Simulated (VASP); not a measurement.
# BP (F-43m) in VASP: notebook

The runs below take BP through relaxation of cell and atoms, with LDA.

All numbers are computed with VASP 6.6.1; they aren't measurements. Logs are shortened: lines on timing, memory, paths and dates and some standing lists are left out, and cuts for length are marked.

### 1 The cell of the first run

Symmetry: F-43m, No. 216, cubic system. Conventional cell: a = 4.491 Å, b = 4.491 Å, c = 4.491 Å, α = 90.00°, β = 90.00°, γ = 90.00°. Within 2.6 Å of B (site symmetry -43m) lie 4 P at 1.94 Å. P (site symmetry -43m) has 4 B at 1.94 Å within 2.6 Å.

### 2 Relaxation of cell and atoms, LDA, target pressure 10 GPa, at which the enthalpy is minimised

INCAR

```
  PREC = Accurate
  ENCUT = 600
  EDIFF = 1E-6
  ISMEAR = 0
  SIGMA = 0.01
  LREAL = False
  LASPH = True
  NELM = 100
  ALGO = Normal
  ISIF = 3
  LWAVE = False
  LCHARG = False
  GGA = CA
  IBRION = 2
  NSW = 100
  EDIFFG = -0.002
  PSTRESS = 100.0
```

KPOINTS

```
Automatic mesh
0
Gamma
  8 8 8
```

POSCAR

```
BP
1.0
    0.0000000000      2.2453815682      2.2453815682
    2.2453815682      0.0000000000      2.2453815682
    2.2453815682      2.2453815682      0.0000000000
B P
1 1
Direct
    0.0000000000      0.0000000000      0.0000000000
    0.7500000000      0.7500000000      0.7500000000
```

Potentials or basis: VASP PAW LDA potentials, release 64 (B, P).

Command:

```sh
cat potpaw_LDA.64/B/POTCAR potpaw_LDA.64/P/POTCAR > POTCAR
mpirun -np 1 vasp_std > vasp.out
```

OUTCAR:

```text
PREC = Accurate
   ENCUT = 600
   EDIFF = 1E-6
   ISMEAR = 0
   LREAL = False
   LASPH = True
   NELM = 100
   ISIF = 3
   GGA = CA
   IBRION = 2
   NSW = 100
   EDIFFG = -0.002
   PSTRESS = 100.0

 ion  position               nearest neighbor table
   1  0.000  0.000  0.000-   2 1.94   2 1.94   2 1.94   2 1.94
   2  0.750  0.750  0.750-   1 1.94   1 1.94   1 1.94   1 1.94

  LATTYP: Found a face centered cubic cell.
 ALAT       =     4.4907631364

  Lattice vectors:

 A1 = (   0.0000000000,   2.2453815682,   2.2453815682)
 A2 = (   2.2453815682,   0.0000000000,   2.2453815682)
 A3 = (   2.2453815682,   2.2453815682,   0.0000000000)

Analysis of symmetry for initial positions (statically):
=====================================================================
 Subroutine PRICEL returns:
 Original cell was already a primitive cell.

 Routine SETGRP: Setting up the symmetry group for a
 face centered cubic supercell.

 Subroutine GETGRP returns: Found 24 space group operations
 (whereof 24 operations were pure point group operations)
 out of a pool of 48 trial point group operations.

The static configuration has the point symmetry T_d .

Analysis of symmetry for dynamics (positions and initial velocities):
=====================================================================
 Subroutine PRICEL returns:
 Original cell was already a primitive cell.

 Routine SETGRP: Setting up the symmetry group for a
 face centered cubic supercell.

 Subroutine GETGRP returns: Found 24 space group operations
 (whereof 24 operations were pure point group operations)
 out of a pool of 48 trial point group operations.

The dynamic configuration has the point symmetry T_d .

 Subroutine INISYM returns: Found 24 space group operations
 (whereof 24 operations are pure point group operations),
 and found     1 'primitive' translations

----------------------------------------------------------------------------------------

                                     Primitive cell

  volume of cell :      22.6413

  direct lattice vectors                    reciprocal lattice vectors
     0.000000000  2.245381568  2.245381568    -0.222679302  0.222679302  0.222679302
     2.245381568  0.000000000  2.245381568     0.222679302 -0.222679302  0.222679302
     2.245381568  2.245381568  0.000000000     0.222679302  0.222679302 -0.222679302

  length of vectors
     3.175449066  3.175449066  3.175449066     0.385691865  0.385691865  0.385691865

  position of ions in fractional coordinates (direct lattice)
     0.000000000  0.000000000  0.000000000
     0.750000000  0.750000000  0.750000000

  ion indices of the primitive-cell ions
   primitive index   ion index
                 1           1
                 2           2

----------------------------------------------------------------------------------------

 KPOINTS: Automatic mesh

Automatic generation of k-mesh.
 Grid dimensions read from file:
 generate k-points for:    8    8    8

 Generating k-lattice:

  Cartesian coordinates                     Fractional coordinates (reciprocal lattice)
    -0.027834913  0.027834913  0.027834913     0.125000000  0.000000000  0.000000000
     0.027834913 -0.027834913  0.027834913     0.000000000  0.125000000  0.000000000
     0.027834913  0.027834913 -0.027834913     0.000000000  0.000000000  0.125000000

  Length of vectors
     0.048211483  0.048211483  0.048211483

  Shift w.r.t. Gamma in fractional coordinates (k-lattice)
     0.000000000  0.000000000  0.000000000

 Subroutine IBZKPT returns following result:
 ===========================================

 Found     29 irreducible k-points:

 Following reciprocal coordinates:
            Coordinates               Weight
  0.000000  0.000000  0.000000      1.000000
  0.125000  0.000000  0.000000      8.000000
  0.250000  0.000000  0.000000      8.000000
  0.375000  0.000000  0.000000      8.000000
  0.500000  0.000000  0.000000      4.000000
  0.125000  0.125000  0.000000      6.000000
[... 16 lines left out ...]
  0.500000  0.250000  0.125000     48.000000
 -0.375000  0.250000  0.125000     24.000000
 [... further k-points ...]
   k-points           NKPTS =     29   k-points in BZ     NKDIM =     29   number of bands    NBANDS=      8
   number of dos      NEDOS =    301   number of ions     NIONS =      2
   total plane-waves  NPLWV =  21952
   dimension x,y,z NGX =    28 NGY =   28 NGZ =   28
   dimension x,y,z NGXF=    56 NGYF=   56 NGZF=   56
   ions per type =               1   1
   NGX,Y,Z   is equivalent  to a cutoff of  14.66, 14.66, 14.66 a.u.
   NGXF,Y,Z  is equivalent  to a cutoff of  29.32, 29.32, 29.32 a.u.
 SYSTEM =  unknown system
   PREC   = accura    normal or accurate (medium, high low for compatibility)
   ISTART =      0    job   : 0-new  1-cont  2-samecut
   ICHARG =      2    charge: 1-file 2-atom 10-const
   ISPIN  =      1    spin polarized calculation?
   LNONCOLLINEAR =      F non collinear calculations
   LSORBIT =      F    spin-orbit coupling
   LASPH  =      T    aspherical Exc in radial PAW
   ENCUT  =  600.0 eV  44.10 Ry    6.64 a.u.   6.34  6.34  6.34*2*pi/ulx,y,z
   NELM   =    100;   NELMIN=  2; NELMDL= -5     # of ELM steps
   EDIFF  = 0.1E-05   stopping-criterion for ELM
   LREAL  =      F    real-space projection
   EDIFFG = -.2E-02   stopping-criterion for IOM
   NSW    =    100    number of steps for IOM
   IBRION =      2    ionic relax: 0-MD 1-quasi-New 2-CG
   NFREE  =      1    steps in history (QN), initial steepest desc. (CG)
   ISIF   =      3    stress and relaxation
   ISYM   =      2    0-nonsym 1-usesym 2-fastsym
   POTIM  = 0.5000    time-step for ionic-motion
   TEBEG  =    0.0;   TEEND  =   0.0 temperature during run
   PSTRESS=  100.0 pullay stress
   NELECT =       8.0000    total number of electrons
   NUPDOWN=      -1.0000    fix difference up-down
   EMIN   =  10.00;   EMAX   =-10.00  energy-range for DOS
   EFERMI =   0.00;   METHOD = LEGACY
   ISMEAR =     0;   SIGMA  =   0.01  broadening in eV -4-tet -1-fermi 0-gaus
   EFERMI_NEDOS =   21; number of points for ismear=-14 and -15
   IALGO  =     38    algorithm
   IMIX   =      4    mixing-type and parameters
     AMIX     =   0.40;   BMIX     =  1.00
     AMIX_MAG =   1.60;   BMIX_MAG =  1.00
  volume/ion in A,a.u.               =      11.32        76.40
  Fermi-wavevector in a.u.,A,eV,Ry     =   1.157368  2.187108 18.225002  1.339500
  Thomas-Fermi vector in A             =   2.293980
   LORBIT       =      0    0 simple, 1 ext, 2 COOP (PROOUT), +10 PAW based schemes
   GGA     = CA    functional components
   LHFCALC =     F    Hartree Fock is set to
   AEXX    =    0.0000 exact exchange contribution
   IVDW    =     0    specifies the selected vdW correction
   LEPSILON=     F    determine dielectric tensor
   LRPA    =     F    only Hartree local field effects (RPA)
 conjugate gradient relaxation of ions
 non-spin polarized calculation
 Gauss-broadening in eV      SIGMA  =   0.01
  energy-cutoff  :      600.00
  volume of cell :       22.64
 maximum number of plane-waves:       775
 NGX is ok and might be reduce to    28
   NGX = 13   NGY = 13   NGZ = 13

--------------------------------------- Ionic step        1  -------------------------------------------

 number of electron       8.0000001 magnetization

 Free energy of the ion-electron system (eV)
  ---------------------------------------------------
  ext. energy  EPLUGINS =         0.00000000
  ---------------------------------------------------
  free energy    TOTEN  =       -14.39905902 eV

  energy without entropy =      -14.39905902  energy(sigma->0) =      -14.39905902

------------------------ aborting loop because EDIFF is reached ----------------------------------------

  FORCE on cell =-STRESS in cart. coord.  units (eV):
  Direction    XX          YY          ZZ          XY          YZ          ZX
  --------------------------------------------------------------------------------------
  -------------------------------------------------------------------------------------
  Total       -0.0172584     -0.0172584     -0.0172584     -0.0000000      0.0000000     -0.0000000
  in kB       -1.2212672     -1.2212672     -1.2212672     -0.0000000      0.0000000     -0.0000000
  external PRESSURE =    -101.2212672 kB  Pullay stress =     100.0000000 kB
[... 175 lines left out ...]
  enthalpy is  TOTEN    =       -13.0238825655 eV   P V=        1.3416008522

--------------------------------------- Ionic step        6  -------------------------------------------

 number of electron       8.0000000 magnetization

 Free energy of the ion-electron system (eV)
  ---------------------------------------------------
  ext. energy  EPLUGINS =         0.00000000
  ---------------------------------------------------
  free energy    TOTEN  =       -14.36491080 eV

  energy without entropy =      -14.36491080  energy(sigma->0) =      -14.36491080

 E-fermi :   8.4832     XC(G=0): -11.4368

 val. band max:        8.4340204305   @ k =   0.0000   0.0000   0.0000
 cond. band min:       9.5640874476   @ k =   0.3750   0.3750   0.0000
 fundamental gap:      1.1300670171
 Fermi energy:         8.4832088600

 k-point     1 :       0.0000    0.0000    0.0000
  band No.  band energies     occupation
      1      -7.7123      2.00000
      2       8.4340      2.00000
      3       8.4340      2.00000
      4       8.4340      2.00000
      5      11.9564      0.00000
      6      11.9564      0.00000
      7      11.9564      0.00000
      8      17.1126      0.00000
[... 243 lines left out ...]
 k-point    24 :      -0.3750    0.2500    0.1250
  band No.  band energies     occupation
      1      -3.3444      2.00000
      2      -0.5114      2.00000
      3       3.6792      2.00000
      4       5.0723      2.00000
      5      12.5580      0.00000
      6      13.9084      0.00000
      7      17.2391      0.00000
      8      18.6551      0.00000

 [... further k-points ...]
[... 5 lines left out ...]
  --------------------------------------------------------------------------------------
  -------------------------------------------------------------------------------------
  Total        1.3403251      1.3403251      1.3403251      0.0000000     -0.0000000      0.0000000
  in kB       99.9477604     99.9477604     99.9477604      0.0000000     -0.0000000      0.0000000
  external PRESSURE =      -0.0522396 kB  Pullay stress =     100.0000000 kB
[... 17 lines left out ...]
  FREE ENERGIE OF THE ION-ELECTRON SYSTEM (eV)
  ---------------------------------------------------
  free  energy   TOTEN  =       -14.3649108049 eV

  energy  without entropy=      -14.3649108049  energy(sigma->0) =      -14.36491080

  enthalpy is  TOTEN    =       -13.0238851779 eV   P V=        1.3410256270

 reached required accuracy - stopping structural energy minimisation
```

Run time: 12 s. Hardware: 1 thread of AMD EPYC 9R45 (Zen 5), shared host; peak memory 0.11 GiB.

Results:

```
Free energy                                            : -14.3649 eV
Relaxed volume                                         : 10.74 Å³/atom
Relaxed cell                                           : a = 3.120 Å, b = 3.120 Å, c = 3.120 Å, α = 60.00°, β = 60.00°, γ = 60.00°
Space group after relaxing (to 0.05 Å)                 : F-43m (No. 216)
Energy change on relaxing (the enthalpy is what falls) : +17.1 meV/atom
Ionic steps                                            : 6
Pressure after relaxing                                : 10.0 GPa
Band gap on the k mesh                                 : 1.13 eV, indirect (least direct gap 3.52 eV)
```

Step by step:
```csv
step,energy change (eV),largest force (eV/Å),pressure (GPa),volume (Å³)
1,0.0000,0.0000,-0.12,22.64
2,0.1442,0.0000,22.32,20.38
3,0.0335,0.0000,9.90,21.50
4,0.0349,0.0000,10.11,21.47
5,0.0336,0.0000,9.91,21.49
6,0.0341,0.0000,9.99,21.49
```

Final structure:
```
CELL_PARAMETERS angstrom
0.00000 2.20651 2.20651
2.20651 0.00000 2.20651
2.20651 2.20651 0.00000
ATOMIC_POSITIONS crystal
B 0.00000 0.00000 0.00000
P 0.75000 0.75000 0.75000
```

Caveat: the cell is relaxed towards a set pressure, so the enthalpy falls and the energy may rise. A k mesh can miss the band edges.

[end of part 1 of 2]
